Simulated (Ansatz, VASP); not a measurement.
Given: the input of a run of Ansatz 0.2.0 on NaCl.

Contents of input.yaml:

```yaml
crystal:
  lattice:
    - [3.50219, 0.0, 0.0]
    - [0.0, 3.50219, 0.0]
    - [0.0, 0.0, 3.50219]
  atoms:
    - { symbol: Cl, position: [0.5, 0.5, 0.5] }
    - { symbol: Na, position: [0.0, 0.0, 0.0] }
kpoints:
  mp_grid: { grid: [6, 6, 6] }
scf:
  occupations: { method: fermi_dirac, width: 0.05 }
hamiltonian:
  xc: pbe
  pseudopotentials: { kind: all_electron, datasets: crystal }
output:
  forces: true
  stress: true
  eigenvalues: true
```

Potentials or basis: all-electron PAW datasets made for the crystal.

Run with:

```bash
$ ansatz run input.yaml --threads 1 --pin off --max-ram 3072MiB --backend cpu --events-out ev --progress --plain --runs-dir out
```

Q: Set up the same calculation for VASP 6.6.1. Potentials there: VASP PAW PBE potentials, release 64 (Cl, Na_pv).

A: As run (the cutoff follows the program's own potentials):

Contents of INCAR:

```
SYSTEM = NaCl
  PREC = Accurate
  ENCUT = 520
  EDIFF = 1E-7
  ISMEAR = -1
  SIGMA = 0.05
  LREAL = .FALSE.
  LASPH = .TRUE.
  NELM = 60
  ALGO = Normal
  ISIF = 2
  LWAVE = .FALSE.
  LCHARG = .TRUE.
  GGA = PE
  LELF = .TRUE.
  LVHAR = .TRUE.
  NBANDS = 14
```

The input KPOINTS:

```
Automatic mesh
0
G
  6 6 6
  0 0 0
```

POSCAR

```
NaCl
1.0
    3.5021900000      0.0000000000      0.0000000000
    0.0000000000      3.5021900000      0.0000000000
    0.0000000000      0.0000000000      3.5021900000
Cl Na
1 1
Direct
    0.5000000000      0.5000000000      0.5000000000
    0.0000000000      0.0000000000      0.0000000000
```

Potentials or basis: VASP PAW PBE potentials, release 64 (Cl, Na_pv).

Launch:

```sh
$ cat potpaw_PBE.64/Cl/POTCAR potpaw_PBE.64/Na_pv/POTCAR > POTCAR
$ mpirun -np 1 vasp_std > vasp.out
```

Both were run:

|  | VASP | Ansatz | Ansatz less VASP |
| --- | --- | --- | --- |
| gap on the k mesh at the Fermi level (eV) | 3.98 | 3.98 | +0.001 |
| least direct gap on the mesh (eV) | 4.47 | 4.47 | +0.001 |
| pressure (GPa) | 0.1 | 0.1 | +0.06 |

Ansatz ran all-electron here, and VASP with PAW potentials.
